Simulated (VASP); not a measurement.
# NaCl (Cmmm) in VASP: single point with PBEsol

Aim: the single point of NaCl with PBEsol.

Everything below comes from runs of VASP 6.6.1. Logs are shortened: lines on timing, memory, paths and dates and some standing lists are left out, and cuts for length are marked.

## 1. The cell of the first run

Symmetry: Cmmm, No. 65, orthorhombic system. Conventional cell: a = 4.907 Å, b = 4.999 Å, c = 3.502 Å, α = 90.00°, β = 90.00°, γ = 90.00°. Na (site symmetry mmm) has 8 Cl at 3.01 to 3.05 Å and 6 Na at 3.50 Å within 4.0 Å. Cl (site symmetry mmm) has 8 Na at 3.01 to 3.05 Å and 6 Cl at 3.50 Å within 4.0 Å.

## 2. Single point, PBEsol (strain +0.0187 x Voigt [0, 0, 0, 0, 1, 0])

Contents of INCAR:

```
SYSTEM = NaCl
ALGO = Normal
EDIFF = 1E-6
ENCUT = 520
GGA = PS
ISIF = 2
ISMEAR = 0
LASPH = .True.
LCHARG = .False.
LREAL = .False.
LWAVE = .False.
NBANDS = 14
NELM = 80
PREC = Accurate
SIGMA = 0.05
```

Contents of KPOINTS:

```
k-points
0
Gamma
  6 6 6
  0 0 0
```

Contents of POSCAR:

```
NaCl
1.0
    3.5021900000      0.0000000000      0.0327454765
    0.0000000000      3.5021900000      0.0000000000
    0.0327454765      0.0000000000      3.5021900000
Na Cl
1 1
Direct
    0.0000000000      0.0000000000      0.0000000000
    0.5000000000      0.5000000000      0.5000000000
```

Potentials or basis: VASP PAW PBE potentials, release 64 (Na_pv, Cl).

Run with:

```bash
> cat potpaw_PBE.64/Na_pv/POTCAR potpaw_PBE.64/Cl/POTCAR > POTCAR
> mpirun -np 1 vasp_std > vasp.out
```

OUTCAR:

```text
SYSTEM = NaCl
   EDIFF = 1E-6
   ENCUT = 520
   GGA = PS
   ISIF = 2
   ISMEAR = 0
   LASPH = .True.
   LREAL = .False.
   NELM = 80
   PREC = Accurate

 ion  position               nearest neighbor table
   1  0.000  0.000  0.000-
   2  0.500  0.500  0.500-

  LATTYP: Found a base centered orthorhombic cell.
 ALAT       =     4.9065354990
 B/A-ratio  =     1.0188764952
 C/A-ratio  =     0.7137806301

  Lattice vectors:

 A1 = (  -3.5021900000,   0.0000000000,  -0.0327454765)
 A2 = (   0.0327454765,   0.0000000000,   3.5021900000)
 A3 = (   0.0000000000,   3.5021900000,   0.0000000000)

Analysis of symmetry for initial positions (statically):
=====================================================================
 Subroutine PRICEL returns:
 Original cell was already a primitive cell.

 Routine SETGRP: Setting up the symmetry group for a
 base centered orthorhombic supercell.

 Subroutine GETGRP returns: Found  8 space group operations
 (whereof  8 operations were pure point group operations)
 out of a pool of  8 trial point group operations.

The static configuration has the point symmetry D_2h.

Analysis of symmetry for dynamics (positions and initial velocities):
=====================================================================
 Subroutine PRICEL returns:
 Original cell was already a primitive cell.

 Routine SETGRP: Setting up the symmetry group for a
 base centered orthorhombic supercell.

 Subroutine GETGRP returns: Found  8 space group operations
 (whereof  8 operations were pure point group operations)
 out of a pool of  8 trial point group operations.

The dynamic configuration has the point symmetry D_2h.

 Subroutine INISYM returns: Found  8 space group operations
 (whereof  8 operations are pure point group operations),
 and found     1 'primitive' translations

----------------------------------------------------------------------------------------

                                     Primitive cell

  volume of cell :      42.9518

  direct lattice vectors                    reciprocal lattice vectors
     3.502190000  0.000000000  0.032745477     0.285560586  0.000000000 -0.002669991
     0.000000000  3.502190000  0.000000000     0.000000000  0.285535622  0.000000000
     0.032745477  0.000000000  3.502190000    -0.002669991  0.000000000  0.285560586

  length of vectors
     3.502343082  3.502190000  3.502343082     0.285573068  0.285535622  0.285573068

  position of ions in fractional coordinates (direct lattice)
     0.000000000  0.000000000  0.000000000
     0.500000000  0.500000000  0.500000000

  ion indices of the primitive-cell ions
   primitive index   ion index
                 1           1
                 2           2

----------------------------------------------------------------------------------------

 KPOINTS: k-points

Automatic generation of k-mesh.
 Grid dimensions read from file:
 generate k-points for:    6    6    6

 Generating k-lattice:

  Cartesian coordinates                     Fractional coordinates (reciprocal lattice)
     0.047593431  0.000000000 -0.000444999     0.166666667  0.000000000 -0.000000000
     0.000000000  0.047589270  0.000000000     0.000000000  0.166666667  0.000000000
    -0.000444999  0.000000000  0.047593431    -0.000000000  0.000000000  0.166666667

  Length of vectors
     0.047595511  0.047589270  0.047595511

  Shift w.r.t. Gamma in fractional coordinates (k-lattice)
     0.000000000  0.000000000  0.000000000

 Subroutine IBZKPT returns following result:
 ===========================================

 Found     52 irreducible k-points:

 Following reciprocal coordinates:
            Coordinates               Weight
  0.000000  0.000000  0.000000      1.000000
  0.166667  0.000000 -0.000000      4.000000
  0.333333  0.000000 -0.000000      4.000000
  0.500000  0.000000 -0.000000      2.000000
  0.000000  0.166667  0.000000      2.000000
  0.166667  0.166667 -0.000000      8.000000
[... 16 lines left out ...]
  0.333333  0.166667  0.166667      8.000000
  0.500000  0.166667  0.166667      8.000000
 [... further k-points ...]
   k-points           NKPTS =     52   k-points in BZ     NKDIM =     52   number of bands    NBANDS=     14
   number of dos      NEDOS =    301   number of ions     NIONS =      2
   total plane-waves  NPLWV =  21952
   dimension x,y,z NGX =    28 NGY =   28 NGZ =   28
   dimension x,y,z NGXF=    56 NGYF=   56 NGZF=   56
   ions per type =               1   1
   NGX,Y,Z   is equivalent  to a cutoff of  13.29, 13.29, 13.29 a.u.
   NGXF,Y,Z  is equivalent  to a cutoff of  26.58, 26.58, 26.58 a.u.
 SYSTEM =  NaCl
   PREC   = accura    normal or accurate (medium, high low for compatibility)
   ISTART =      0    job   : 0-new  1-cont  2-samecut
   ICHARG =      2    charge: 1-file 2-atom 10-const
   ISPIN  =      1    spin polarized calculation?
   LNONCOLLINEAR =      F non collinear calculations
   LSORBIT =      F    spin-orbit coupling
   LASPH  =      T    aspherical Exc in radial PAW
   ENCUT  =  520.0 eV  38.22 Ry    6.18 a.u.   6.51  6.51  6.51*2*pi/ulx,y,z
   NELM   =     80;   NELMIN=  2; NELMDL= -5     # of ELM steps
   EDIFF  = 0.1E-05   stopping-criterion for ELM
   LREAL  =      F    real-space projection
   EDIFFG = 0.1E-04   stopping-criterion for IOM
   NSW    =      0    number of steps for IOM
   IBRION =     -1    ionic relax: 0-MD 1-quasi-New 2-CG
   NFREE  =      0    steps in history (QN), initial steepest desc. (CG)
   ISIF   =      2    stress and relaxation
   ISYM   =      2    0-nonsym 1-usesym 2-fastsym
   POTIM  = 0.5000    time-step for ionic-motion
   TEBEG  =    0.0;   TEEND  =   0.0 temperature during run
   PSTRESS=    0.0 pullay stress
   NELECT =      14.0000    total number of electrons
   NUPDOWN=      -1.0000    fix difference up-down
   EMIN   =  10.00;   EMAX   =-10.00  energy-range for DOS
   EFERMI =   0.00;   METHOD = LEGACY
   ISMEAR =     0;   SIGMA  =   0.05  broadening in eV -4-tet -1-fermi 0-gaus
   EFERMI_NEDOS =   21; number of points for ismear=-14 and -15
   IALGO  =     38    algorithm
   IMIX   =      4    mixing-type and parameters
     AMIX     =   0.40;   BMIX     =  1.00
     AMIX_MAG =   1.60;   BMIX_MAG =  1.00
  volume/ion in A,a.u.               =      21.48       144.93
  Fermi-wavevector in a.u.,A,eV,Ry     =   1.126654  2.129067 17.270537  1.269349
  Thomas-Fermi vector in A             =   2.263336
   LORBIT       =      0    0 simple, 1 ext, 2 COOP (PROOUT), +10 PAW based schemes
   GGA     = PS    functional components
   LHFCALC =     F    Hartree Fock is set to
   AEXX    =    0.0000 exact exchange contribution
   IVDW    =     0    specifies the selected vdW correction
   LEPSILON=     F    determine dielectric tensor
   LRPA    =     F    only Hartree local field effects (RPA)
 non-spin polarized calculation
 Gauss-broadening in eV      SIGMA  =   0.05
  energy-cutoff  :      520.00
  volume of cell :       42.95
 maximum number of plane-waves:      1181
 NGX is ok and might be reduce to    28
   NGX = 13   NGY = 13   NGZ = 13

 number of electron      13.9999982 magnetization

 Free energy of the ion-electron system (eV)
  ---------------------------------------------------
  ext. energy  EPLUGINS =         0.00000000
  ---------------------------------------------------
  free energy    TOTEN  =        -6.72271156 eV

  energy without entropy =       -6.72271156  energy(sigma->0) =       -6.72271156

 E-fermi :   0.6864     XC(G=0):  -8.5857

 val. band max:        0.3709768426   @ k =   0.5000   0.0000   0.5000
 cond. band min:       4.2086766762   @ k =   0.0000   0.0000   0.0000
 fundamental gap:      3.8376998336
 Fermi energy:         0.6863657165

 k-point     1 :       0.0000    0.0000    0.0000
  band No.  band energies     occupation
      1     -21.5130      2.00000
      2     -21.5115      2.00000
      3     -21.5101      2.00000
      4     -12.9991      2.00000
      5      -0.1549      2.00000
      6      -0.1292      2.00000
      7      -0.1024      2.00000
      8       4.2087      0.00000
      9       8.7814      0.00000
     10       8.7846      0.00000
     11      15.8354      0.00000
     12      15.9554      0.00000
     13      16.0753      0.00000
     14      16.2139      0.00000

 k-point     2 :       0.1667    0.0000   -0.0000
  band No.  band energies     occupation
      1     -21.5223      2.00000
      2     -21.5105      2.00000
      3     -21.5104      2.00000
      4     -12.9130      2.00000
      5      -0.9431      2.00000
      6      -0.0718      2.00000
      7      -0.0709      2.00000
      8       4.9446      0.00000
      9       9.0872      0.00000
     10       9.3210      0.00000
     11      14.1629      0.00000
     12      14.1765      0.00000
     13      15.3760      0.00000
     14      16.4928      0.00000

 k-point     3 :       0.3333    0.0000   -0.0000
  band No.  band energies     occupation
      1     -21.5434      2.00000
      2     -21.5086      2.00000
      3     -21.5086      2.00000
      4     -12.7307      2.00000
      5      -2.1367      2.00000
      6       0.0474      2.00000
      7       0.0476      2.00000
      8       6.2187      0.00000
      9       9.5118      0.00000
     10       9.9453      0.00000
     11      12.6863      0.00000
     12      12.6877      0.00000
     13      14.5921      0.00000
     14      16.1544      0.00000
[... 324 lines left out ...]
 k-point    23 :       0.3333    0.1667    0.1667
  band No.  band energies     occupation
      1     -21.5398      2.00000
      2     -21.5175      2.00000
      3     -21.5164      2.00000
      4     -12.5927      2.00000
      5      -1.8686      2.00000
      6      -0.5982      2.00000
      7      -0.4515      2.00000
      8       7.1103      0.00000
      9       9.3718      0.00000
     10       9.8097      0.00000
     11      11.9390      0.00000
     12      12.6576      0.00000
     13      13.6654      0.00000
     14      17.6090      0.00000

 k-point    24 :       0.5000    0.1667    0.1667
  band No.  band energies     occupation
      1     -21.5495      2.00000
      2     -21.5164      2.00000
      3     -21.5155      2.00000
      4     -12.5046      2.00000
      5      -2.3329      2.00000
      6      -0.4920      2.00000
      7      -0.3717      2.00000
      8       7.8245      0.00000
      9       8.5030      0.00000
     10       9.6482      0.00000
     11      11.8463      0.00000
     12      13.5005      0.00000
     13      13.5113      0.00000
     14      16.8115      0.00000

 [... further k-points ...]
[... 5 lines left out ...]
  --------------------------------------------------------------------------------------
  -------------------------------------------------------------------------------------
  Total       -0.3247491     -0.3249949     -0.3247491      0.0000000      0.0000000      0.0120720
  in kB      -12.1137166    -12.1228839    -12.1137166      0.0000000      0.0000000      0.4503053
  external PRESSURE =     -12.1167723 kB  Pullay stress =       0.0000000 kB

 VOLUME and BASIS-vectors are now :
 -----------------------------------------------------------------------------
  energy-cutoff  :      520.00
  volume of cell :       42.95
      direct lattice vectors                 reciprocal lattice vectors
     3.502190000  0.000000000  0.032745477     0.285560586  0.000000000 -0.002669991
     0.000000000  3.502190000  0.000000000     0.000000000  0.285535622  0.000000000
     0.032745477  0.000000000  3.502190000    -0.002669991  0.000000000  0.285560586

 POSITION                                       TOTAL-FORCE (eV/Angst)
 -----------------------------------------------------------------------------------
      0.00000      0.00000      0.00000        -0.000000      0.000000      0.000000
      1.76747      1.75110      1.76747         0.000000      0.000000      0.000000
 -----------------------------------------------------------------------------------
    total drift:                                0.000000      0.000000      0.000000

  FREE ENERGIE OF THE ION-ELECTRON SYSTEM (eV)
  ---------------------------------------------------
  free  energy   TOTEN  =        -6.7227115575 eV

  energy  without entropy=       -6.7227115575  energy(sigma->0) =       -6.72271156
```

Run time: 13 s. Hardware: 1 thread of AMD EPYC 9R45 (Zen 5), shared host; peak memory 0.13 GiB.

Results:

```yaml
Free_energy: -6.7227 eV
Pressure: -1.2 GPa
Band_gap_on_the_k_mesh: 3.84 eV, indirect (least direct gap 4.31 eV)
```

Caveat: the cell differs from its parent crystal (strain +0.0187 x Voigt [0, 0, 0, 0, 1, 0]); the PAW data sets were made with another functional, which shifts forces and pressure a little. A k mesh can miss the band edges.
